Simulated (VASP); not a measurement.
# HgTe (Fm-3m) in VASP: further runs

HgTe is run at these levels: LDA, PBEsol, PBE; tasks: single point.

Everything below comes from runs of VASP 6.6.1. Logs are shortened: lines on timing, memory, paths and dates and some standing lists are left out, and cuts for length are marked.

### Step 1. The cell of the first run

Symmetry: Fm-3m, No. 225, cubic system. Conventional cell: a = 5.843 Å, b = 5.843 Å, c = 5.843 Å, α = 90.00°, β = 90.00°, γ = 90.00°. Within 3.8 Å of Hg (site symmetry m-3m) lie 6 Te at 2.92 Å. Te (site symmetry m-3m) has 6 Hg at 2.92 Å within 3.8 Å.

### Step 2. Single point, LDA

The input, INCAR:

```
PREC = Accurate
ENCUT = 520
EDIFF = 1E-6
ISMEAR = -1
SIGMA = 0.08
LREAL = F
LASPH = T
NELM = 80
ALGO = Normal
ISIF = 2
LWAVE = F
LCHARG = F
NBANDS = 16
```

The input, KPOINTS:

```
Automatic mesh
0
Gamma
  12 12 12
```

The input, POSCAR:

```
HgTe
1.0
    0.0000000000      2.9215000000      2.9215000000
    2.9215000000      0.0000000000      2.9215000000
    2.9215000000      2.9215000000      0.0000000000
Hg Te
1 1
Direct
    0.0000000000      0.0000000000      0.0000000000
    0.5000000000      0.5000000000      0.5000000000
```

Potentials or basis: VASP PAW LDA potentials, release 64 (Hg, Te).

Run with:

```bash
> cat potpaw_LDA.64/Hg/POTCAR potpaw_LDA.64/Te/POTCAR > POTCAR
> mpirun -np 1 vasp_std > vasp.out
```

OUTCAR:

```text
PREC = Accurate
   ENCUT = 520
   EDIFF = 1E-6
   ISMEAR = -1
   LREAL = F
   LASPH = T
   NELM = 80
   ISIF = 2

 ion  position               nearest neighbor table
   1  0.000  0.000  0.000-   2 2.92   2 2.92   2 2.92   2 2.92   2 2.92   2 2.92
   2  0.500  0.500  0.500-   1 2.92   1 2.92   1 2.92   1 2.92   1 2.92   1 2.92

  LATTYP: Found a face centered cubic cell.
 ALAT       =     5.8430000000

  Lattice vectors:

 A1 = (   0.0000000000,   2.9215000000,   2.9215000000)
 A2 = (   2.9215000000,   0.0000000000,   2.9215000000)
 A3 = (   2.9215000000,   2.9215000000,   0.0000000000)

Analysis of symmetry for initial positions (statically):
=====================================================================
 Subroutine PRICEL returns:
 Original cell was already a primitive cell.

 Routine SETGRP: Setting up the symmetry group for a
 face centered cubic supercell.

 Subroutine GETGRP returns: Found 48 space group operations
 (whereof 48 operations were pure point group operations)
 out of a pool of 48 trial point group operations.

The static configuration has the point symmetry O_h .

Analysis of symmetry for dynamics (positions and initial velocities):
=====================================================================
 Subroutine PRICEL returns:
 Original cell was already a primitive cell.

 Routine SETGRP: Setting up the symmetry group for a
 face centered cubic supercell.

 Subroutine GETGRP returns: Found 48 space group operations
 (whereof 48 operations were pure point group operations)
 out of a pool of 48 trial point group operations.

The dynamic configuration has the point symmetry O_h .

 Subroutine INISYM returns: Found 48 space group operations
 (whereof 48 operations are pure point group operations),
 and found     1 'primitive' translations

----------------------------------------------------------------------------------------

                                     Primitive cell

  volume of cell :      49.8710

  direct lattice vectors                    reciprocal lattice vectors
     0.000000000  2.921500000  2.921500000    -0.171144960  0.171144960  0.171144960
     2.921500000  0.000000000  2.921500000     0.171144960 -0.171144960  0.171144960
     2.921500000  2.921500000  0.000000000     0.171144960  0.171144960 -0.171144960

  length of vectors
     4.131624922  4.131624922  4.131624922     0.296431766  0.296431766  0.296431766

  position of ions in fractional coordinates (direct lattice)
     0.000000000  0.000000000  0.000000000
[... 77 lines left out ...]
   NELM   =     80;   NELMIN=  2; NELMDL= -5     # of ELM steps
   EDIFF  = 0.1E-05   stopping-criterion for ELM
   LREAL  =      F    real-space projection
   EDIFFG = 0.1E-04   stopping-criterion for IOM
   NSW    =      0    number of steps for IOM
   IBRION =     -1    ionic relax: 0-MD 1-quasi-New 2-CG
   NFREE  =      0    steps in history (QN), initial steepest desc. (CG)
   ISIF   =      2    stress and relaxation
   ISYM   =      2    0-nonsym 1-usesym 2-fastsym
   POTIM  = 0.5000    time-step for ionic-motion
   TEBEG  =    0.0;   TEEND  =   0.0 temperature during run
   PSTRESS=    0.0 pullay stress
   NELECT =      18.0000    total number of electrons
   NUPDOWN=      -1.0000    fix difference up-down
   EMIN   =  10.00;   EMAX   =-10.00  energy-range for DOS
   EFERMI =   0.00;   METHOD = LEGACY
   ISMEAR =    -1;   SIGMA  =   0.08  broadening in eV -4-tet -1-fermi 0-gaus
   EFERMI_NEDOS =   21; number of points for ismear=-14 and -15
   IALGO  =     38    algorithm
   IMIX   =      4    mixing-type and parameters
     AMIX     =   0.40;   BMIX     =  1.00
     AMIX_MAG =   1.60;   BMIX_MAG =  1.00
  volume/ion in A,a.u.               =      24.94       168.27
  Fermi-wavevector in a.u.,A,eV,Ry     =   1.165601  2.202666 18.485213  1.358625
  Thomas-Fermi vector in A             =   2.302124
   LORBIT       =      0    0 simple, 1 ext, 2 COOP (PROOUT), +10 PAW based schemes
   GGA     = CA    functional components
   LHFCALC =     F    Hartree Fock is set to
   AEXX    =    0.0000 exact exchange contribution
   IVDW    =     0    specifies the selected vdW correction
   LEPSILON=     F    determine dielectric tensor
   LRPA    =     F    only Hartree local field effects (RPA)
 non-spin polarized calculation
  energy-cutoff  :      520.00
  volume of cell :       49.87
 maximum number of plane-waves:      1363
   NGX = 15   NGY = 15   NGZ = 15

 number of electron      18.0000001 magnetization

 Free energy of the ion-electron system (eV)
  ---------------------------------------------------
  ext. energy  EPLUGINS =         0.00000000
  ---------------------------------------------------
  free energy    TOTEN  =        -4.88051077 eV

  energy without entropy =       -4.85645783  energy(sigma->0) =       -4.86848430

 E-fermi :   5.7586     XC(G=0): -10.7496

 val. band max:        5.7153238902   @ k =   0.4167   0.2500   0.0000
 cond. band min:       5.8062771405   @ k =   0.3333   0.0000   0.0000
 fundamental gap:      0.0909532502
 Fermi energy:         5.7585649243

 k-point     1 :       0.0000    0.0000    0.0000
  band No.  band energies     occupation
      1      -7.2806      2.00000
      2      -1.4711      2.00000
      3      -1.4711      2.00000
      4      -1.4035      2.00000
      5      -1.4035      2.00000
      6      -1.4035      2.00000
[... 433 lines left out ...]
      3      -1.8843      2.00000
      4      -1.6668      2.00000
      5      -1.1626      2.00000
      6      -1.1265      2.00000
[... 8 lines left out ...]
     15      16.1134      0.00000
     16      16.8570      0.00000

 [... further k-points ...]

------------------------ aborting loop because EDIFF is reached ----------------------------------------

  FORCE on cell =-STRESS in cart. coord.  units (eV):
  Direction    XX          YY          ZZ          XY          YZ          ZX
  --------------------------------------------------------------------------------------
  -------------------------------------------------------------------------------------
  Total        1.3918152      1.3918152      1.3918152      0.0000000      0.0000000      0.0000000
  in kB       44.7140992     44.7140992     44.7140992      0.0000000      0.0000000      0.0000000
  external PRESSURE =      44.7140992 kB  Pullay stress =       0.0000000 kB

 VOLUME and BASIS-vectors are now :
 -----------------------------------------------------------------------------
  energy-cutoff  :      520.00
  volume of cell :       49.87
      direct lattice vectors                 reciprocal lattice vectors
     0.000000000  2.921500000  2.921500000    -0.171144960  0.171144960  0.171144960
     2.921500000  0.000000000  2.921500000     0.171144960 -0.171144960  0.171144960
     2.921500000  2.921500000  0.000000000     0.171144960  0.171144960 -0.171144960

 POSITION                                       TOTAL-FORCE (eV/Angst)
 -----------------------------------------------------------------------------------
      0.00000      0.00000      0.00000         0.000000      0.000000      0.000000
      2.92150      2.92150      2.92150        -0.000000     -0.000000     -0.000000
 -----------------------------------------------------------------------------------
    total drift:                                0.000000     -0.000000     -0.000000

  FREE ENERGIE OF THE ION-ELECTRON SYSTEM (eV)
  ---------------------------------------------------
  free  energy   TOTEN  =        -4.8805107714 eV

  energy  without entropy=       -4.8564578346  energy(sigma->0) =       -4.86848430
```

OSZICAR:

```text
N       E                     dE             d eps       ncg     rms          rms(c)
DAV:   1     0.106016003675E+03    0.10602E+03   -0.83886E+03  2328   0.101E+03
DAV:   2    -0.178971982404E+01   -0.10781E+03   -0.10056E+03  2664   0.237E+02
DAV:   3    -0.509218360908E+01   -0.33025E+01   -0.32823E+01  2904   0.428E+01
DAV:   4    -0.511443996117E+01   -0.22256E-01   -0.22255E-01  2896   0.339E+00
DAV:   5    -0.511481631335E+01   -0.37635E-03   -0.37635E-03  3016   0.405E-01    0.989E+00
DAV:   6    -0.489347274977E+01    0.22134E+00   -0.43137E-01  2936   0.919E+00    0.736E+00
DAV:   7    -0.488304040625E+01    0.10432E-01   -0.75606E-02  2808   0.196E+00    0.229E+00
DAV:   8    -0.488077712671E+01    0.22633E-02   -0.80629E-03  2568   0.108E+00    0.534E-01
DAV:   9    -0.488051036168E+01    0.26677E-03   -0.49242E-04  3024   0.249E-01    0.713E-02
DAV:  10    -0.488050992895E+01    0.43273E-06   -0.36281E-05  2832   0.538E-02    0.368E-02
DAV:  11    -0.488051077144E+01   -0.84248E-06   -0.41974E-06  2920   0.148E-02
   1 F= -.48805108E+01 E0= -.48684843E+01  d E =-.240529E-01
```

stdout:

```text
POSCAR found type information on POSCAR HgTe
 POSCAR found :  2 types and       2 ions
 scaLAPACK will be used
 LDA part: xc-table for (Slater(with rela. corr.)+CA(PZ))
 , standard interpolation
 POSCAR, INCAR and KPOINTS ok, starting setup
 FFT: planning ... GRIDC
 FFT: planning ... GRID_SOFT
 FFT: planning ... GRID
 WAVECAR not read
 entering main loop
```

Wall time 15 s (1 thread of Intel Xeon 6975P-C (Granite Rapids), shared host); peak memory 0.19 GiB.

Results:

| Property | Result |
| --- | --- |
| Free energy | -4.8805 eV |
| Pressure | 4.5 GPa |
| Band gap on the k mesh | zero (bands 9 and 10 overlap by 3.25 eV) |

Caveat: the cell stands under pressure; spin-orbit coupling is left out, which moves the levels of the heavy elements.

### Step 3. Single point, PBEsol

The input, INCAR:

```
SYSTEM = HgTe
PREC = Accurate
ENCUT = 520
EDIFF = 1E-6
ISMEAR = -1
SIGMA = 0.08
LREAL = .FALSE.
LASPH = .TRUE.
NELM = 100
ALGO = Normal
ISIF = 2
LWAVE = .FALSE.
LCHARG = .FALSE.
GGA = PS
NBANDS = 16
```

The input, KPOINTS:

```
Automatic mesh
0
G
  12 12 12
  0 0 0
```

POSCAR is that of step 2.

Potentials or basis: VASP PAW PBE potentials, release 64 (Hg, Te).

Run with:

```bash
> cat potpaw_PBE.64/Hg/POTCAR potpaw_PBE.64/Te/POTCAR > POTCAR
> mpirun -np 1 vasp_std > vasp.out
```

It took 17 s on 1 thread of Intel Xeon 6975P-C (Granite Rapids), shared host; peak memory 0.21 GiB.

Results (log left out):

```yaml
Free_energy: -4.1315 eV
Pressure: 6.4 GPa
Band_gap_on_the_k_mesh: zero (bands 9 and 10 overlap by 3.27 eV)
```

Levels at points of the mesh, in eV from the Fermi level:
```csv
k point,band 6,band 7,band 8,band 9,band 10,band 11,band 12,band 13
"(0.00, 0.00, 0.00)",-7.14,-0.88,-0.88,-0.88,-0.40,7.71,7.71,7.71
"(0.50, 0.00, 0.00)",-6.90,-6.04,0.46,0.46,2.40,3.73,3.73,4.35
"(0.50, 0.50, 0.00)",-5.95,-5.20,-2.95,-2.81,-2.81,4.60,9.88,9.88
```

Caveat: the cell stands under pressure; the PAW data sets were made with another functional, which shifts forces and pressure a little; spin-orbit coupling is left out, which moves the levels of the heavy elements.

(Part 1 of 2 ends here.)
